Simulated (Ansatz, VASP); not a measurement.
## Rh in VASP and in Ansatz

INCAR

```
PREC = Accurate
ENCUT = 520
EDIFF = 1E-7
ISMEAR = -1
SIGMA = 0.03
LREAL = F
LASPH = T
NELM = 100
ALGO = Normal
ISIF = 2
LWAVE = F
LCHARG = F
NBANDS = 14
```

File KPOINTS:

```
regular mesh
0
Gamma
  16 16 16
```

Contents of POSCAR:

```
Rh
1.0
    0.0000000000      1.9015500000      1.9015500000
    1.9015500000      0.0000000000      1.9015500000
    1.9015500000      1.9015500000      0.0000000000
Rh
1
Direct
    0.0000000000      0.0000000000      0.0000000000
```

Input for Ansatz:

```yaml
crystal:
  lattice:
    - [0.0, 1.90155, 1.90155]
    - [1.90155, 0.0, 1.90155]
    - [1.90155, 1.90155, 0.0]
  atoms:
    - { symbol: Rh, position: [0.0, 0.0, 0.0] }
kpoints:
  mp_grid: { grid: [16, 16, 16] }
  band_path:
    path:
      - [0.0, 0.0, 0.0]
      - [0.5, 0.0, 0.5]
      - [0.625, 0.25, 0.625]
      - [0.375, 0.375, 0.75]
      - [0.0, 0.0, 0.0]
      - [0.5, 0.5, 0.5]
      - [0.5, 0.25, 0.75]
      - [0.5, 0.0, 0.5]
    npoints: 14
scf:
  occupations: { method: fermi_dirac, width: 0.03 }
hamiltonian:
  xc: lda
  pseudopotentials: { kind: all_electron, lapw: { basis_error: 0.00025 } }
output:
  forces: true
  stress: true
  eigenvalues: true
  populations: true
  dos: { projected: true, de: 0.2, e_range: [-14, 8] }
```

Alike in both runs: task single point; functional LDA; k mesh 16 × 16 × 16; occupations fermi-dirac, width 0.03 eV; no spin polarisation.

```csv
,VASP,Ansatz
version,VASP 6.6.1,Ansatz 0.2.0
potentials or method,"VASP PAW LDA potentials, release 64 (Rh_pv), cutoff 520 eV","all-electron LAPW, scalar-relativistic"
```

|  | VASP | Ansatz | Ansatz less VASP |
| --- | --- | --- | --- |
| pressure (GPa) | -10.4 | -11.2 | -0.80 |

LDA's correlation is that of Perdew and Zunger in VASP and of Perdew and Wang (1992) in Ansatz. Ansatz ran all-electron here, and VASP with PAW potentials.
